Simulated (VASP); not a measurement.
YTe:

```
CELL_PARAMETERS angstrom
0.00000 3.04000 3.04000
3.04000 0.00000 3.04000
3.04000 3.04000 0.00000
ATOMIC_POSITIONS crystal
Y 0.50000 0.50000 0.50000
Te 0.00000 0.00000 0.00000
```

- Program: VASP 6.6.1
- Task: relaxation of cell and atoms
- Functional: LDA
- Potentials or basis: VASP PAW LDA potentials, release 64 (Y_sv, Te)
- Cutoff: 500 eV
- k mesh: 6 × 6 × 6
- Occupations: fermi-dirac, width 0.05 eV
- Spin: no spin polarisation

At the start: pressure -1.6 GPa; volume 28.09 Å³/atom.

**Question.** Where does the relaxation end?

**Answer.** Over 3 steps the energy falls by 3.4 meV/atom and the volume is 27.44 Å³/atom (-2.3 %); space group Fm-3m (No. 225, to 0.1 Å) before and after.

The path:
```tsv
step	energy change (eV)	largest force (eV/Å)	pressure (GPa)	volume (Å³)
1	0.0000	0.0000	-1.63	56.19
2	-0.0026	0.0000	1.39	53.90
3	-0.0068	0.0000	0.00	54.89
```

Final structure:
```
Y Te
1.0
     0.00000    3.01637    3.01637
     3.01637    0.00000    3.01637
     3.01637    3.01637    0.00000
Y Te
1 1
Direct
  0.50000 0.50000 0.50000
  0.00000 0.00000 0.00000
```

Caveat: an odd number of electrons without spin polarisation forces a metal; a magnetic or distorted state may lie lower.
